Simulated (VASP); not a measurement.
# Cu2O (Pn-3m) in VASP: further runs

Cu2O is run at these levels: PBE, r2SCAN+rVV10, PBE+D4, PBE+D3(BJ); tasks: single point, relaxation of cell and atoms.

Everything below comes from runs of VASP 6.6.1. Logs are shortened: lines on timing, memory, paths and dates and some standing lists are left out, and cuts for length are marked.

**What was measured.**

“Importance of surface oxygen vacancies for ultrafast hot carrier relaxation and transport in Cu2O”, 2021, arxiv:2103.03167 quotes, for a bulk crystal of Cu2O: band gap 2.17 eV (direct).

How close the calculation comes is told below.

## (1) The cell of the first run

Symmetry: Pn-3m, No. 224, cubic system. Conventional cell: a = 4.300 Å, b = 4.300 Å, c = 4.300 Å, α = 90.00°, β = 90.00°, γ = 90.00°. Within 2.5 Å of Cu (site symmetry -3m) lie 2 O at 1.86 Å. O (site symmetry -43m) has 4 Cu at 1.86 Å within 2.5 Å.

## (2) Single point, PBE

Input file INCAR:

```
SYSTEM = Cu2O
PREC = Accurate
ENCUT = 600
EDIFF = 1E-6
ISMEAR = 0
SIGMA = 0.02
LREAL = .False.
LASPH = .True.
NELM = 120
ALGO = Normal
ISIF = 2
LWAVE = .False.
LCHARG = .False.
GGA = PE
NBANDS = 37
GGA_COMPAT = .False.
```

Input file KPOINTS:

```
Automatic mesh
0
Gamma
  4 4 4
  0 0 0
```

Input file POSCAR:

```
Cu2O
1.0
    4.2997708602      0.0000000000      0.0000000000
    0.0000000000      4.2997708602      0.0000000000
    0.0000000000      0.0000000000      4.2997708602
Cu O
4 2
Direct
    0.2500000000      0.2500000000      0.2500000000
    0.2500000000      0.7500000000      0.7500000000
    0.7500000000      0.7500000000      0.2500000000
    0.7500000000      0.2500000000      0.7500000000
    0.0000000000      0.0000000000      0.0000000000
    0.5000000000      0.5000000000      0.5000000000
```

Potentials or basis: VASP PAW PBE potentials, release 64 (Cu, O).

Started as:

```
$ cat potpaw_PBE.64/Cu/POTCAR potpaw_PBE.64/O/POTCAR > POTCAR
$ mpirun -np 1 vasp_std > vasp.out
```

OUTCAR:

```text
SYSTEM = Cu2O
   PREC = Accurate
   ENCUT = 600
   EDIFF = 1E-6
   ISMEAR = 0
   LREAL = .False.
   LASPH = .True.
   NELM = 120
   ISIF = 2
   GGA = PE

 ion  position               nearest neighbor table
   1  0.250  0.250  0.250-   5 1.86   6 1.86
   2  0.250  0.750  0.750-   5 1.86   6 1.86
   3  0.750  0.750  0.250-   5 1.86   6 1.86
   4  0.750  0.250  0.750-   5 1.86   6 1.86
   5  0.000  0.000  0.000-   1 1.86   2 1.86   3 1.86   4 1.86
   6  0.500  0.500  0.500-   1 1.86   2 1.86   3 1.86   4 1.86

  LATTYP: Found a simple cubic cell.
 ALAT       =     4.2997708602

  Lattice vectors:

 A1 = (   4.2997708602,   0.0000000000,   0.0000000000)
 A2 = (   0.0000000000,   4.2997708602,   0.0000000000)
 A3 = (   0.0000000000,   0.0000000000,   4.2997708602)

Analysis of symmetry for initial positions (statically):
=====================================================================
 Subroutine PRICEL returns:
 Original cell was already a primitive cell.

 Routine SETGRP: Setting up the symmetry group for a
 simple cubic supercell.

 Subroutine GETGRP returns: Found 48 space group operations
 (whereof 24 operations were pure point group operations)
 out of a pool of 48 trial point group operations.

The static configuration has the point symmetry T_d .
 The point group associated with its full space group is O_h .

Analysis of symmetry for dynamics (positions and initial velocities):
=====================================================================
 Subroutine PRICEL returns:
 Original cell was already a primitive cell.

 Routine SETGRP: Setting up the symmetry group for a
 simple cubic supercell.

 Subroutine GETGRP returns: Found 48 space group operations
 (whereof 24 operations were pure point group operations)
 out of a pool of 48 trial point group operations.

The dynamic configuration has the point symmetry T_d .
 The point group associated with its full space group is O_h .

 Subroutine INISYM returns: Found 48 space group operations
 (whereof 24 operations are pure point group operations),
 and found     1 'primitive' translations

----------------------------------------------------------------------------------------

                                     Primitive cell

  volume of cell :      79.4943

  direct lattice vectors                    reciprocal lattice vectors
     4.299770860  0.000000000  0.000000000     0.232570533  0.000000000  0.000000000
     0.000000000  4.299770860  0.000000000     0.000000000  0.232570533  0.000000000
     0.000000000  0.000000000  4.299770860     0.000000000  0.000000000  0.232570533

  length of vectors
     4.299770860  4.299770860  4.299770860     0.232570533  0.232570533  0.232570533

  position of ions in fractional coordinates (direct lattice)
     0.250000000  0.250000000  0.250000000
     0.250000000  0.750000000  0.750000000
     0.750000000  0.750000000  0.250000000
     0.750000000  0.250000000  0.750000000
     0.000000000  0.000000000  0.000000000
     0.500000000  0.500000000  0.500000000

  ion indices of the primitive-cell ions
   primitive index   ion index
                 1           1
                 2           2
                 3           3
                 4           4
                 5           5
                 6           6

----------------------------------------------------------------------------------------

 KPOINTS: Automatic mesh

Automatic generation of k-mesh.
 Grid dimensions read from file:
 generate k-points for:    4    4    4

 Generating k-lattice:

  Cartesian coordinates                     Fractional coordinates (reciprocal lattice)
     0.058142633  0.000000000  0.000000000     0.250000000  0.000000000  0.000000000
     0.000000000  0.058142633  0.000000000     0.000000000  0.250000000  0.000000000
     0.000000000  0.000000000  0.058142633     0.000000000  0.000000000  0.250000000

  Length of vectors
     0.058142633  0.058142633  0.058142633

  Shift w.r.t. Gamma in fractional coordinates (k-lattice)
     0.000000000  0.000000000  0.000000000

 Subroutine IBZKPT returns following result:
 ===========================================

 Found     10 irreducible k-points:

 Following reciprocal coordinates:
            Coordinates               Weight
  0.000000  0.000000  0.000000      1.000000
  0.250000  0.000000  0.000000      6.000000
  0.500000  0.000000  0.000000      3.000000
  0.250000  0.250000  0.000000     12.000000
  0.500000  0.250000  0.000000     12.000000
  0.500000  0.500000  0.000000      3.000000
  0.250000  0.250000  0.250000      8.000000
  0.500000  0.250000  0.250000     12.000000
  0.500000  0.500000  0.250000      6.000000
  0.500000  0.500000  0.500000      1.000000
   k-points           NKPTS =     10   k-points in BZ     NKDIM =     10   number of bands    NBANDS=     37
   number of dos      NEDOS =    301   number of ions     NIONS =      6
   total plane-waves  NPLWV =  46656
   dimension x,y,z NGX =    36 NGY =   36 NGZ =   36
   dimension x,y,z NGXF=    72 NGYF=   72 NGZF=   72
   ions per type =               4   2
   NGX,Y,Z   is equivalent  to a cutoff of  13.92, 13.92, 13.92 a.u.
   NGXF,Y,Z  is equivalent  to a cutoff of  27.84, 27.84, 27.84 a.u.
 SYSTEM =  Cu2O
   PREC   = accura    normal or accurate (medium, high low for compatibility)
   ISTART =      0    job   : 0-new  1-cont  2-samecut
   ICHARG =      2    charge: 1-file 2-atom 10-const
   ISPIN  =      1    spin polarized calculation?
   LNONCOLLINEAR =      F non collinear calculations
   LSORBIT =      F    spin-orbit coupling
   LASPH  =      T    aspherical Exc in radial PAW
   ENCUT  =  600.0 eV  44.10 Ry    6.64 a.u.   8.59  8.59  8.59*2*pi/ulx,y,z
   NELM   =    120;   NELMIN=  2; NELMDL= -5     # of ELM steps
   EDIFF  = 0.1E-05   stopping-criterion for ELM
   LREAL  =      F    real-space projection
   EDIFFG = 0.1E-04   stopping-criterion for IOM
   NSW    =      0    number of steps for IOM
   IBRION =     -1    ionic relax: 0-MD 1-quasi-New 2-CG
   NFREE  =      0    steps in history (QN), initial steepest desc. (CG)
   ISIF   =      2    stress and relaxation
   ISYM   =      2    0-nonsym 1-usesym 2-fastsym
   POTIM  = 0.5000    time-step for ionic-motion
   TEBEG  =    0.0;   TEEND  =   0.0 temperature during run
   PSTRESS=    0.0 pullay stress
   NELECT =      56.0000    total number of electrons
   NUPDOWN=      -1.0000    fix difference up-down
   EMIN   =  10.00;   EMAX   =-10.00  energy-range for DOS
   EFERMI =   0.00;   METHOD = LEGACY
   ISMEAR =     0;   SIGMA  =   0.02  broadening in eV -4-tet -1-fermi 0-gaus
   EFERMI_NEDOS =   21; number of points for ismear=-14 and -15
   IALGO  =     38    algorithm
   IMIX   =      4    mixing-type and parameters
     AMIX     =   0.40;   BMIX     =  1.00
     AMIX_MAG =   1.60;   BMIX_MAG =  1.00
  volume/ion in A,a.u.               =      13.25        89.41
  Fermi-wavevector in a.u.,A,eV,Ry     =   1.456662  2.752692 28.869724  2.121865
  Thomas-Fermi vector in A             =   2.573554
   LORBIT       =      0    0 simple, 1 ext, 2 COOP (PROOUT), +10 PAW based schemes
   GGA     = PE    functional components
   LHFCALC =     F    Hartree Fock is set to
   AEXX    =    0.0000 exact exchange contribution
   IVDW    =     0    specifies the selected vdW correction
   LEPSILON=     F    determine dielectric tensor
   LRPA    =     F    only Hartree local field effects (RPA)
 non-spin polarized calculation
 Gauss-broadening in eV      SIGMA  =   0.02
  energy-cutoff  :      600.00
  volume of cell :       79.49
 maximum number of plane-waves:      2680
 NGX is ok and might be reduce to    36
   NGX = 17   NGY = 17   NGZ = 17

 number of electron      55.9999966 magnetization

 Free energy of the ion-electron system (eV)
  ---------------------------------------------------
  ext. energy  EPLUGINS =         0.00000000
  ---------------------------------------------------
  free energy    TOTEN  =       -27.28203032 eV

  energy without entropy =      -27.28203032  energy(sigma->0) =      -27.28203032

 E-fermi :   4.6135     XC(G=0): -10.8948

 val. band max:        4.4700183557   @ k =   0.0000   0.0000   0.0000
 cond. band min:       4.9479999681   @ k =   0.0000   0.0000   0.0000
 fundamental gap:      0.4779816124
 Fermi energy:         4.6134877968

 k-point     1 :       0.0000    0.0000    0.0000
  band No.  band energies     occupation
      1     -15.4620      2.00000
      2     -14.7760      2.00000
      3      -2.5407      2.00000
      4      -2.5407      2.00000
      5      -2.5407      2.00000
      6      -0.2236      2.00000
[... 29 lines left out ...]
     36      13.7055      0.00000
     37      13.7055      0.00000

 k-point     2 :       0.2500    0.0000    0.0000
  band No.  band energies     occupation
      1     -15.3599      2.00000
      2     -14.8742      2.00000
      3      -2.3920      2.00000
      4      -2.3245      2.00000
      5      -2.3245      2.00000
      6      -1.0805      2.00000
[... 29 lines left out ...]
     36      12.7172      0.00000
     37      12.7172      0.00000

 k-point     3 :       0.5000    0.0000    0.0000
  band No.  band energies     occupation
      1     -15.1151      2.00000
      2     -15.1151      2.00000
      3      -1.9502      2.00000
      4      -1.9502      2.00000
      5      -1.9059      2.00000
      6      -1.9059      2.00000
[... 29 lines left out ...]
     36      12.1046      0.00000
     37      13.6436      0.00000

 k-point     4 :       0.2500    0.2500    0.0000
  band No.  band energies     occupation
      1     -15.2830      2.00000
      2     -14.9388      2.00000
      3      -2.5943      2.00000
      4      -2.2225      2.00000
      5      -1.8565      2.00000
      6      -1.6145      2.00000
[... 29 lines left out ...]
     36      13.0686      0.00000
     37      13.9998      0.00000

 k-point     5 :       0.5000    0.2500    0.0000
  band No.  band energies     occupation
      1     -15.1048      2.00000
      2     -15.1048      2.00000
      3      -2.4430      2.00000
      4      -2.4430      2.00000
      5      -1.5872      2.00000
      6      -1.5872      2.00000
[... 29 lines left out ...]
     36      11.8711      0.00000
     37      15.7607      0.00000

 k-point     6 :       0.5000    0.5000    0.0000
  band No.  band energies     occupation
      1     -15.0946      2.00000
      2     -15.0946      2.00000
      3      -2.6690      2.00000
      4      -2.6690      2.00000
      5      -1.5271      2.00000
      6      -1.5271      2.00000
[... 29 lines left out ...]
     36      12.7370      0.00000
     37      15.1747      0.00000

 k-point     7 :       0.2500    0.2500    0.2500
  band No.  band energies     occupation
      1     -15.2473      2.00000
      2     -14.9577      2.00000
      3      -2.4297      2.00000
      4      -2.4297      2.00000
      5      -2.0464      2.00000
      6      -1.4356      2.00000
[... 29 lines left out ...]
     36      14.0470      0.00000
     37      14.8989      0.00000

 k-point     8 :       0.5000    0.2500    0.2500
  band No.  band energies     occupation
      1     -15.2047      2.00000
      2     -14.9834      2.00000
      3      -2.5425      2.00000
      4      -2.2955      2.00000
      5      -2.2065      2.00000
      6      -1.1468      2.00000
[... 29 lines left out ...]
     36      14.3721      0.00000
     37      14.5251      0.00000

 k-point     9 :       0.5000    0.5000    0.2500
  band No.  band energies     occupation
      1     -15.2403      2.00000
      2     -14.9260      2.00000
      3      -2.5648      2.00000
      4      -2.5648      2.00000
      5      -2.1369      2.00000
      6      -1.1444      2.00000
[... 29 lines left out ...]
     36      13.2971      0.00000
     37      15.9619      0.00000

 k-point    10 :       0.5000    0.5000    0.5000
  band No.  band energies     occupation
      1     -15.2948      2.00000
      2     -14.8485      2.00000
      3      -2.4517      2.00000
      4      -2.4517      2.00000
      5      -2.4517      2.00000
      6      -1.0326      2.00000
[... 29 lines left out ...]
     36      11.9159      0.00000
     37      18.2076      0.00000

------------------------ aborting loop because EDIFF is reached ----------------------------------------

  FORCE on cell =-STRESS in cart. coord.  units (eV):
  Direction    XX          YY          ZZ          XY          YZ          ZX
  --------------------------------------------------------------------------------------
  -------------------------------------------------------------------------------------
  Total        0.3173591      0.3173591      0.3173591      0.0000000      0.0000000      0.0000000
  in kB        6.3962522      6.3962522      6.3962522      0.0000000      0.0000000      0.0000000
  external PRESSURE =       6.3962522 kB  Pullay stress =       0.0000000 kB

 VOLUME and BASIS-vectors are now :
 -----------------------------------------------------------------------------
  energy-cutoff  :      600.00
  volume of cell :       79.49
      direct lattice vectors                 reciprocal lattice vectors
     4.299770860  0.000000000  0.000000000     0.232570533  0.000000000  0.000000000
     0.000000000  4.299770860  0.000000000     0.000000000  0.232570533  0.000000000
     0.000000000  0.000000000  4.299770860     0.000000000  0.000000000  0.232570533

 POSITION                                       TOTAL-FORCE (eV/Angst)
 -----------------------------------------------------------------------------------
      1.07494      1.07494      1.07494        -0.000000     -0.000000     -0.000000
      1.07494      3.22483      3.22483        -0.000000      0.000000      0.000000
      3.22483      3.22483      1.07494         0.000000     -0.000000     -0.000000
      3.22483      1.07494      3.22483         0.000000     -0.000000      0.000000
      0.00000      0.00000      0.00000        -0.000000      0.000000     -0.000000
      2.14989      2.14989      2.14989        -0.000000      0.000000     -0.000000
 -----------------------------------------------------------------------------------
    total drift:                                0.000000      0.000000      0.000000

  FREE ENERGIE OF THE ION-ELECTRON SYSTEM (eV)
  ---------------------------------------------------
  free  energy   TOTEN  =       -27.2820303169 eV

  energy  without entropy=      -27.2820303169  energy(sigma->0) =      -27.28203032
```

It took 59 s on 1 thread of Intel Xeon 8259CL, shared host; peak memory 0.21 GiB.

Results:

* Free energy: -27.2820 eV
* Pressure: 0.6 GPa
* Band gap on the k mesh: 0.48 eV

Levels at points of the mesh, in eV from the valence-band top:
| k point | band 24 | band 25 | band 26 | band 27 | band 28 | band 29 | band 30 | band 31 | band 32 | band 33 |
| --- | --- | --- | --- | --- | --- | --- | --- | --- | --- | --- |
| (0.00, 0.00, 0.00) | -1.51 | -1.51 | 0.00 | 0.00 | 0.00 | 0.48 | 1.34 | 1.34 | 7.78 | 7.78 |
| (0.50, 0.00, 0.00) | -1.62 | -1.15 | -1.15 | -0.38 | -0.38 | 2.20 | 2.20 | 4.25 | 4.25 | 7.28 |
| (0.50, 0.50, 0.00) | -1.41 | -1.16 | -1.16 | -0.63 | -0.63 | 1.91 | 1.91 | 3.80 | 3.80 | 6.73 |
| (0.50, 0.50, 0.50) | -1.56 | -0.96 | -0.55 | -0.55 | -0.55 | 2.50 | 2.50 | 2.50 | 4.80 | 4.80 |

[end of part 1 of 3]
